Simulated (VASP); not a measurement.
Cu3O2, 5 atoms in the cell. The structure is tetragonal, space group I4/mmm (No. 139). Conventional cell: a = 3.985 Å, b = 3.985 Å, c = 7.341 Å, α = 90.00°, β = 90.00°, γ = 90.00°. Within 2.4 Å of Cu (site symmetry -4m2) lie 2 O at 1.84 Å. Within 2.6 Å of Cu (site symmetry 4/mmm) lie 4 O at 1.99 Å. Within 2.4 Å of O (site symmetry mmm) lie 4 Cu at 1.84 to 1.99 Å. 

```yaml
Program: VASP 6.6.1
Task: single point
Functional: PBE
Potentials_or_basis: VASP PAW PBE potentials, release 64 (Cu, O)
Cutoff: 520 eV
k_mesh: 14 × 14 × 14
Occupations: gaussian, width 0.15 eV
Spin: no spin polarisation
Dipole_correction: no
Further_INCAR_settings: ALGO = Normal; EDIFF = 1e-06; NBANDS = 30
```

Potentials or basis: VASP PAW PBE potentials, release 64 (Cu, O).

Run with:

```sh
$ cat potpaw_PBE.64/Cu/POTCAR potpaw_PBE.64/O/POTCAR > POTCAR
$ mpirun -np 1 vasp_std > vasp.out
```

Hardware: 1 thread of Intel Xeon 8259CL (shared host).

**Question.** Estimate the wall time of this run.

**Answer.** Wall time 10 min on 1 thread of Intel Xeon 8259CL (shared host), peak memory 0.46 GiB. Counts: scf iterations 16, k points 244.
